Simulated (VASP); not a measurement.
Input of a VASP 6.6.1 run:

The input INCAR:

```
SYSTEM = SiC30
PREC = Accurate ; ENCUT = 520
EDIFF = 1E-6 ; ISMEAR = 0
SIGMA = 0.1 ; LREAL = Auto
LASPH = .True. ; NELM = 80
ALGO = Normal ; ISIF = 2
LWAVE = .False. ; LCHARG = .False.
GGA = PE ; IVDW = 12
NBANDS = 83
```

KPOINTS

```
Automatic mesh
0
Gamma
  4 4 4
  0.5 0.5 0.5
```

File POSCAR:

```
SiC30
1.0
    4.9310759918      4.2682922365      0.0000000000
   -4.9310759918      4.2682922365      0.0000000000
    0.0000000000      0.0000000000      6.7989838489
Si C
1 30
Direct
    0.5373119605      0.7873119609      0.7500000167
    0.9849738963      0.9902755789      0.7500000167
    0.5106065944      0.4963596024      0.7500000167
    0.8808841464      0.6150054615      0.7500000167
    0.2463596020      0.7606065948      0.7500000167
    0.3650054896      0.1308841737      0.7500000167
    0.7402754899      0.2349738064      0.7500000167
    0.1213711341      0.3713711345      0.7500000167
    0.3021851359      0.5521851363      0.2500000056
    0.6773942850      0.6770178966      0.2500000056
    0.1773408221      0.1772984378      0.2500000056
    0.5523303846      0.3021778819      0.2500000056
    0.9272984106      0.4273407940      0.2500000056
    0.0521779987      0.8023305021      0.2500000056
    0.4270178962      0.9273942855      0.2500000056
    0.8026018139      0.0526018127      0.2500000056
    0.1353601013      0.3853601017      0.2500000056
    0.5103731974      0.5101180807      0.2500000056
    0.0104224826      0.0104608110      0.2500000056
    0.3853433850      0.1354494466      0.2500000056
    0.7604607837      0.2604224545      0.2500000056
    0.8854494193      0.6353433569      0.2500000056
    0.2601180803      0.7603731979      0.2500000056
    0.6354984193      0.8854984197      0.2500000056
    0.8275468423      0.8133499408      0.7500000167
    0.3334981315      0.3387939331      0.7500000167
    0.7088396218      0.4430580759      0.7500000167
    0.0887939327      0.5834981319      0.7500000167
    0.1930580755      0.9588396222      0.7500000167
    0.5633499689      0.0775468696      0.7500000167
    0.9523161410      0.2023161398      0.7500000167
```

Potentials or basis: VASP PAW PBE potentials, release 64 (Si, C).

The run is started by

```console
$ cat potpaw_PBE.64/Si/POTCAR potpaw_PBE.64/C/POTCAR > POTCAR
$ mpirun -np 1 vasp_std > vasp.out
```

Task: What does it give for the pressure?

Result: 2.8 GPa.

Task: Predict the band gap on the k mesh.

Result: Zero (filled and empty bands touch).

Task: Estimate the largest force.

Result: 0.056 eV/Å.

Task: Predict the dispersion energy per atom.

Result: -0.159 eV.

Forces in eV/Å, atoms in the order of the input:
```
Si   0.000  0.017  0.000
C   -0.015 -0.002  0.000
C   -0.040  0.026  0.000
C    0.017 -0.003  0.000
C    0.040  0.026  0.000
C   -0.017 -0.003  0.000
C    0.015 -0.002  0.000
C    0.000  0.007  0.000
C    0.000 -0.006  0.000
C   -0.010 -0.012  0.000
C    0.009 -0.005  0.000
C    0.010 -0.010  0.000
C   -0.009 -0.005  0.000
C   -0.010 -0.010  0.000
C    0.010 -0.012  0.000
C    0.000 -0.020  0.000
C    0.000  0.010  0.000
C   -0.013 -0.013  0.000
C    0.004 -0.018  0.000
C   -0.012  0.000  0.000
C   -0.004 -0.018  0.000
C    0.012  0.000  0.000
C    0.013 -0.013  0.000
C    0.000  0.005  0.000
C   -0.056 -0.002  0.000
C   -0.010  0.004  0.000
C    0.004  0.024  0.000
C    0.010  0.004  0.000
C   -0.004  0.024  0.000
C    0.056 -0.002  0.000
C    0.000  0.011  0.000
```
